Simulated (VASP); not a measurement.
Here is a VASP 6.6.1 calculation.

INCAR

```
SYSTEM = Pd
PREC = Accurate
ENCUT = 520
EDIFF = 1E-8
ISMEAR = -1
SIGMA = 0.08
LREAL = .False.
LASPH = .True.
NELM = 80
ALGO = Normal
ISIF = 2
LWAVE = .False.
LCHARG = .False.
GGA = PE
LEFG = .True.
NBANDS = 17
```

The input KPOINTS:

```
Automatic mesh
0
Gamma
  15 15 8
  0 0 0
```

The input POSCAR:

```
Pd
1.0
    2.7555247108      0.0000000000      0.0000000000
   -1.3777623554      2.3863544003      0.0000000000
    0.0000000000      0.0000000000      4.5952575980
Pd
2
Direct
    0.3333333333      0.6666666667      0.2500000000
    0.6666666667      0.3333333333      0.7500000000
```

Potentials or basis: VASP PAW PBE potentials, release 64 (Pd).

Command:

```bash
$ cat potpaw_PBE.64/Pd/POTCAR > POTCAR
$ mpirun -np 1 vasp_std > vasp.out
```

Problem. Predict the band gap on the k mesh.

Solution. Zero (band 10 reaches 9.57 eV, above the bottom of band 11 at 8.71 eV).

Problem. Estimate the pressure.

Solution. 3.2 GPa.

Electric field gradients, principal values (V/Å²):
```tsv
atom	least	middle	greatest (by size)
1 Pd	5.729	5.732	-11.461
2 Pd	5.729	5.732	-11.461
```

Caveat: without QUAD_EFG the Cq values of the log hold for a quadrupole moment of 1 mb, not for the nuclei.
